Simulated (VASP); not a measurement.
Runs of VASP 6.6.1 on ZrF. The structure is that of space group Cmmm (No. 65), or close to it. The cells are those of the table. 

| task | cell | k mesh | cutoff (eV) | gap on the mesh (eV) | pressure (GPa) |
| --- | --- | --- | --- | --- | --- |
| single point | a = 3.349, b = 3.349, c = 3.890 Å, angles 90.0, 90.0, 131.8°, 2 atoms | 22 × 22 × 14 | 520 | none | 0.0 |
| relaxation of cell and atoms | relaxed from a = 2.547, b = 2.547, c = 4.177 Å, angles 90.0, 90.0, 109.5°, 2 atoms | 8 × 8 × 4 | 600 | none | 0.0 |
| single point | a = 2.547, b = 2.547, c = 4.177 Å, angles 90.0, 90.0, 109.5°, 2 atoms | 8 × 8 × 4 | 520 | none | (a) |
| single point | a = 3.358, b = 3.358, c = 3.909 Å, angles 90.0, 90.0, 132.4°, 2 atoms | 8 × 8 × 4 | 520 | none | 0.1 |

Alike in all rows: level PBE; potentials or basis VASP PAW PBE potentials, release 64 (Zr_sv, F); no spin polarisation; smearing gaussian 0.1 eV.

**Question.** Estimate the missing entries.

**Answer.** (a) 25.0.

Caveats: some runs use coarse meshes; an odd number of electrons without spin polarisation forces a metal; a magnetic or distorted state may lie lower.

A k mesh can miss the band edges, and the runs leave out spin-orbit coupling on Zr.

A gap of «none» marks levels without a gap at the run's occupations.
